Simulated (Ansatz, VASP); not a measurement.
## Two plane-wave programs on MgS

```xyz
2
Lattice="0.0000 2.8519 2.8519 2.8519 0.0000 2.8519 2.8519 2.8519 0.0000" Properties=species:S:1:pos:R:3 pbc="T T T"
S     1.4259    1.4259    1.4259
Mg    0.0000    0.0000    0.0000
```

Alike in both runs: task single point; functional HSE06; k mesh 6 × 6 × 6; occupations fermi-dirac, width 0.05 eV; no spin polarisation.

|  | VASP | Ansatz |
| --- | --- | --- |
| version | VASP 6.6.1 | Ansatz 0.2.0 |
| potentials or method | VASP PAW PBE potentials, release 64 (S, Mg) | Ansatz PAW |
| plane-wave cutoff (eV) | 520 | 420 |
| valence electrons in the cell | 8 | 16 |

Ansatz gave:

| Item | Value |
| --- | --- |
| gap on the k mesh at the Fermi level (eV) | 4.41 |
| least direct gap on the mesh (eV) | 4.41 |
| pressure (GPa) | -1.2 |

Task: Which values does VASP return?

Result: gap on the k mesh at the Fermi level (eV): 4.39; least direct gap on the mesh (eV): 4.39; pressure (GPa): -1.4.

VASP's potentials hold 8 valence electrons a cell and Ansatz's 16, so a difference there can come from the potentials and not from the codes.
